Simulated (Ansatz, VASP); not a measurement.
**C in VASP and in Ansatz**

The input INCAR:

```
ALGO     = Normal         # electronic algorithm
EDIFF    = 1E-6           # SCF threshold, eV
ENCUT    = 520            # plane-wave cutoff, eV
GGA      = PS             # functional
ISIF     = 2              # what is computed and relaxed
ISMEAR   = 0              # smearing method
LASPH    = True           # aspherical terms in the spheres
LCHARG   = True           # write CHGCAR
LELF     = True           # ELF
LREAL    = False          # projectors in reciprocal space
LVHAR    = True         
LWAVE    = False          # write WAVECAR
NBANDS   = 16             # bands
NELM     = 80             # most SCF steps
PREC     = Accurate       # precision mode
SIGMA    = 0.15           # smearing width, eV
```

KPOINTS

```
k-points
0
Gamma
  18 18 6
```

The input POSCAR:

```
C
1.0
    1.2008278601     -2.0296566851      0.0000000000
    1.2008278601      2.0296566851      0.0000000000
    0.0000000000      0.0000000000      7.3778182888
C
4
Direct
    0.0833216498      0.9166783502      0.7498439858
    0.5833216498      0.4166783502      0.2501560142
    0.9166783502      0.0833216498      0.2501560142
    0.4166783502      0.5833216498      0.7498439858
```

Input for Ansatz:

```yaml
crystal:
  lattice:
    - [1.2008278601, -2.0296566851, 0.0]
    - [1.2008278601, 2.0296566851, 0.0]
    - [0.0, 0.0, 7.3778182888]
  atoms:
    - { symbol: C, position: [0.0833216498, 0.9166783502, 0.7498439858] }
    - { symbol: C, position: [0.5833216498, 0.4166783502, 0.2501560142] }
    - { symbol: C, position: [0.9166783502, 0.0833216498, 0.2501560142] }
    - { symbol: C, position: [0.4166783502, 0.5833216498, 0.7498439858] }
basis:
  ecutwfc: 520.0
kpoints:
  mp_grid: { grid: [18, 18, 6] }
hamiltonian:
  xc: pbesol
  pseudopotentials: { kind: paw, azcp: { folder: soft_1 } }
scf:
  occupations: { method: gaussian, width: 0.15 }
output:
  forces: true
  stress: true
  eigenvalues: true
```

Change from the starting cell: normal strain along x -0.0233, normal strain along y -0.0467.

Alike in both runs: task single point; functional PBEsol; k mesh 18 × 18 × 6; occupations gaussian, width 0.15 eV; no spin polarisation.

```csv
,VASP,Ansatz
version,VASP 6.6.1,Ansatz 0.2.0
potentials or method,"VASP PAW PBE potentials, release 64 (C), cutoff 520 eV","scalar-relativistic, plane waves, PAW"
valence electrons in the cell,16,16
```

|  | VASP | Ansatz | Ansatz less VASP |
| --- | --- | --- | --- |
| gap on the k mesh at the Fermi level (eV) | 0.05 | 0.05 | 0.000 |
| least direct gap on the mesh (eV) | 0.06 | 0.06 | 0.000 |
| pressure (GPa) | 32.7 | 32.0 | -0.74 |
| traceless stress, the component that is largest in VASP (GPa) | -32.87 | -32.05 | +0.820 |
| rms of the force components (eV/Å) | 0.326 | 0.323 | -0.0029 |

VASP's potentials were made for PBE, not for PBEsol, and Ansatz warns of the same on its side. Atom by atom the forces differ by 0.003 eV/Å (rms over components). Both programs put the cell under a high pressure, so it lies far from rest at this level. The functional is the same, so the differences come from potentials, cutoffs and numerics.
